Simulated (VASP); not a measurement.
**CsAl3: relaxation of cell and atoms with PBE**

The system is CsAl3.

```
CELL_PARAMETERS angstrom
4.79032 0.00000 0.00000
0.00000 4.79032 0.00000
0.00000 0.00000 4.79032
ATOMIC_POSITIONS crystal
Cs 0.00000 0.00000 0.00000
Al 0.00000 0.50000 0.50000
Al 0.50000 0.00000 0.50000
Al 0.50000 0.50000 0.00000
```

- Program: VASP 6.6.1
- Task: relaxation of cell and atoms
- Functional: PBE
- Potentials or basis: VASP PAW PBE potentials, release 64 (Cs_sv, Al)
- Cutoff: 600 eV
- k mesh: 10 × 10 × 10
- Occupations: gaussian, width 0.1 eV
- Spin: no spin polarisation
- Dipole correction: no
- Further INCAR settings: ALGO = Normal; EDIFF = 1e-06; IBRION = 2; EDIFFG = -0.01; NSW = 100; ISIF = 3

```json
{
  "Relaxed volume": "27.91 Å³/atom",
  "Relaxed cell": "a = 4.815 Å, b = 4.815 Å, c = 4.815 Å, α = 90.00°, β = 90.00°, γ = 90.00°",
  "Space group after relaxing (to 0.1 Å)": "Pm-3m (No. 221)",
  "Energy gained by relaxing": "0.4 meV/atom",
  "Ionic steps": "5",
  "Pressure after relaxing": "0.0 GPa",
  "Band gap on the k mesh": "zero (bands 9 and 10 overlap by 0.65 eV)"
}
```

The path:
| step | energy change (eV) | largest force (eV/Å) | pressure (GPa) | volume (Å³) |
| --- | --- | --- | --- | --- |
| 1 | 0.0000 | 0.0000 | 0.30 | 109.92 |
| 2 | -0.0012 | 0.0000 | 0.15 | 110.76 |
| 3 | -0.0016 | 0.0000 | 0.06 | 111.31 |
| 4 | -0.0014 | 0.0000 | -0.13 | 112.42 |
| 5 | -0.0017 | 0.0000 | 0.01 | 111.65 |

Final structure:
```cif
data_structure
_symmetry_space_group_name_H-M 'P 1'
_symmetry_Int_Tables_number 1
_cell_length_a 4.8152
_cell_length_b 4.8152
_cell_length_c 4.8152
_cell_angle_alpha 90.000
_cell_angle_beta 90.000
_cell_angle_gamma 90.000
_cell_volume 111.65
loop_
_atom_site_label
_atom_site_type_symbol
_atom_site_fract_x
_atom_site_fract_y
_atom_site_fract_z
_atom_site_occupancy
Cs1 Cs 0.00000 0.00000 0.00000 1
Al1 Al 0.00000 0.50000 0.50000 1
Al2 Al 0.50000 0.00000 0.50000 1
Al3 Al 0.50000 0.50000 0.00000 1
```

Levels at points of the mesh, in eV from the Fermi level:
```csv
k point,band 6,band 7,band 8,band 9,band 10,band 11,band 12,band 13
"(0.00, 0.00, 0.00)",-2.53,-2.53,-0.28,-0.28,-0.28,3.12,3.12,3.12
"(0.50, 0.00, 0.00)",-4.85,-1.51,-0.79,-0.79,-0.25,1.89,1.89,2.26
"(0.50, 0.50, 0.00)",-3.35,-3.35,-1.95,0.38,0.38,1.12,1.14,2.71
"(0.50, 0.50, 0.50)",-4.27,-4.27,-2.78,0.15,0.15,0.15,4.47,6.40
```

Wall time 4.7 min on 1 thread of Intel Xeon 8259CL (shared host), peak memory 0.31 GiB.

Caveat: spin-orbit coupling is left out, which moves the levels of the heavy elements.
